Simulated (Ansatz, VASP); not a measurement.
# Two plane-wave programs on KCl

INCAR

```
PREC = Accurate ; ENCUT = 520
EDIFF = 1E-6 ; ISMEAR = 0
SIGMA = 0.05 ; LREAL = F
LASPH = T ; NELM = 60
ALGO = Normal ; ISIF = 2
LWAVE = F ; LCHARG = F
GGA = CA ; NBANDS = 15
```

Contents of KPOINTS:

```
regular mesh
0
Gamma
  6 6 6
```

The input POSCAR:

```
KCl
1.0
    3.6472362000      0.0000000000      0.0000000000
    0.0000000000      3.6472362000      0.0000000000
    0.0000000000      0.0000000000      3.8391960000
K Cl
1 1
Direct
    0.0000000000      0.0000000000      0.0000000000
    0.5000000000      0.5000000000      0.5000000000
```

Input for Ansatz:

```yaml
crystal:
  lattice:
    - [3.6472362, 0.0, 0.0]
    - [0.0, 3.6472362, 0.0]
    - [0.0, 0.0, 3.839196]
  atoms:
    - { symbol: K, position: [0.0, 0.0, 0.0] }
    - { symbol: Cl, position: [0.5, 0.5, 0.5] }
basis:
  ecutwfc: 420
kpoints:
  mp_grid: { grid: [6, 6, 6] }
hamiltonian:
  xc: lda
scf:
  occupations: { method: gaussian, width: 0.05 }
output:
  forces: true
  stress: true
  eigenvalues: true
```

Change from the starting cell: strain -0.050 along x and y, +0.000 along z, atoms carried along.

Alike in both runs: task single point; functional LDA; k mesh 6 × 6 × 6; occupations gaussian, width 0.05 eV; no spin polarisation.

```csv
,VASP,Ansatz
version,VASP 6.6.1,Ansatz 0.2.0
potentials or method,"VASP PAW LDA potentials, release 64 (K_sv, Cl), cutoff 520 eV","scalar-relativistic, plane waves, PAW"
valence electrons in the cell,16,16
```

```tsv
	VASP	Ansatz	Ansatz less VASP
gap on the k mesh at the Fermi level (eV)	4.68	4.67	-0.007
least direct gap on the mesh (eV)	4.90	4.89	-0.007
pressure (GPa)	-1.4	-1.5	-0.07
traceless stress, the component that is largest in VASP (GPa)	-1.61	-1.61	-0.006
```

LDA's correlation is that of Perdew and Zunger in VASP and of Perdew and Wang (1992) in Ansatz.
